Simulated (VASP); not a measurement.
Input of a VASP 6.6.1 run:

INCAR

```
SYSTEM = Ta3W
  PREC = Accurate
  ENCUT = 520
  EDIFF = 1E-6
  ISMEAR = 0
  SIGMA = 0.1
  LREAL = .FALSE.
  LASPH = .TRUE.
  NELM = 60
  ALGO = Fast
  ISIF = 2
  LWAVE = .FALSE.
  LCHARG = .FALSE.
  GGA = PS
  NBANDS = 32
```

Contents of KPOINTS:

```
regular mesh
0
G
  12 12 12
  0 0 0
```

POSCAR

```
Ta3W
1.0
    0.0000000000      3.3285633844      3.3285633844
    3.3285633844      0.0000000000      3.3285633844
    3.3285633844      3.3285633844      0.0000000000
Ta W
3 1
Direct
    0.2500000000      0.2500000000      0.2500000000
    0.7500000000      0.7500000000      0.7500000000
    0.5000000000      0.5000000000      0.5000000000
    0.0000000000      0.0000000000      0.0000000000
```

Potentials or basis: VASP PAW PBE potentials, release 64 (Ta_pv, W_sv).

Launch:

```sh
$ cat potpaw_PBE.64/Ta_pv/POTCAR potpaw_PBE.64/W_sv/POTCAR > POTCAR
$ mpirun -np 1 vasp_std > vasp.out
```

Question: What does it give for the pressure?

Answer: -15.7 GPa.

Caveat: the cell differs from its parent crystal (strained); the PAW data sets were made with another functional, which shifts forces and pressure a little.
